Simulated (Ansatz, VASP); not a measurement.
**Two plane-wave programs on Si5Br2**

```
Si Br
1.0
     3.62684    0.00000    0.00000
     0.00000    3.62684    0.00000
     0.00000    0.00000   12.28454
Si Br
5 2
Cartesian
  0.0000 1.8134 0.0000
  1.8134 0.0000 0.0000
  0.0000 0.0000 1.7732
  0.0000 0.0000 10.5113
  1.8134 1.8134 6.1423
  1.8134 1.8134 8.6973
  1.8134 1.8134 3.5872
```

Alike in both runs: task relaxation of cell and atoms; functional PBE; k mesh 10 × 10 × 4; occupations gaussian, width 0.1 eV; no spin polarisation.

|  | VASP | Ansatz |
| --- | --- | --- |
| version | VASP 6.6.1 | Ansatz 0.2.0 |
| potentials or method | VASP PAW PBE potentials, release 64 (Si, Br), cutoff 600 eV | scalar-relativistic, plane waves, PAW |
| valence electrons in the cell | 34 | 34 |

|  | VASP | Ansatz | Ansatz less VASP |
| --- | --- | --- | --- |
| gap on the k mesh at the Fermi level, each at its own relaxed structure (eV) | none | none | - |
| relaxed volume (Å³/atom) | 22.48 | 22.48 | -0.002 |
| relaxed cell length with the largest relative difference (Å) | 12.499 | 12.504 | +0.0045 |

A gap of «none» marks a metal or a gap that the smearing closes.
